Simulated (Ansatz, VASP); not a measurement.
**Two plane-wave programs on ZnCu**

File INCAR:

```
SYSTEM = ZnCu
PREC = Accurate ; ENCUT = 520
EDIFF = 1E-6 ; ISMEAR = 0
SIGMA = 0.15 ; LREAL = .False.
LASPH = .True. ; NELM = 80
ALGO = Fast ; ISIF = 2
LWAVE = .False. ; LCHARG = .False.
GGA = PE ; NBANDS = 18
```

The input KPOINTS:

```
regular mesh
0
Gamma
  16 16 16
  0 0 0
```

POSCAR

```
ZnCu
1.0
    2.9450000000      0.0000000000      0.0000000000
    0.0000000000      2.9450000000      0.0000000000
    0.0000000000      0.0000000000      2.9450000000
Zn Cu
1 1
Direct
    0.4975494471      0.4975494471      0.4975494471
    0.0000000000      0.0000000000      0.0000000000
```

Input for Ansatz:

```yaml
crystal:
  lattice:
    - [2.945, 0.0, 0.0]
    - [0.0, 2.945, 0.0]
    - [0.0, 0.0, 2.945]
  atoms:
    - { symbol: Zn, position: [0.4975494471, 0.4975494471, 0.4975494471] }
    - { symbol: Cu, position: [0.0, 0.0, 0.0] }
basis:
  ecutwfc: 420
kpoints:
  mp_grid: { grid: [16, 16, 16] }
hamiltonian:
  xc: pbe
scf:
  occupations: { method: gaussian, width: 0.15 }
output:
  forces: true
  stress: true
  eigenvalues: true
```

Change from the starting cell: all Zn atoms moved +0.013 Å, as atom 1 towards its neighbour atom 2 (Cu) at 2.550 Å.

Alike in both runs: task single point; functional PBE; k mesh 16 × 16 × 16; occupations gaussian, width 0.15 eV; no spin polarisation.

|  | VASP | Ansatz |
| --- | --- | --- |
| version | VASP 6.6.1 | Ansatz 0.2.0 |
| potentials or method | VASP PAW PBE potentials, release 64 (Zn, Cu), cutoff 520 eV | scalar-relativistic, plane waves, PAW |
| valence electrons in the cell | 23 | 31 |

|  | VASP | Ansatz | Ansatz less VASP |
| --- | --- | --- | --- |
| gap on the k mesh at the Fermi level (eV) | none | none | - |
| pressure (GPa) | 3.1 | 2.3 | -0.83 |
| rms of the force components (eV/Å) | 0.035 | 0.035 | -0.0004 |

Atom by atom the forces differ by 0.000 eV/Å (rms over components). A gap of «none» marks a metal or a gap that the smearing closes. With one functional, cell and mesh, what is left measures potentials, basis and numerics. VASP's potentials hold 23 valence electrons a cell and Ansatz's 31, so a difference there can come from the potentials and not from the codes.
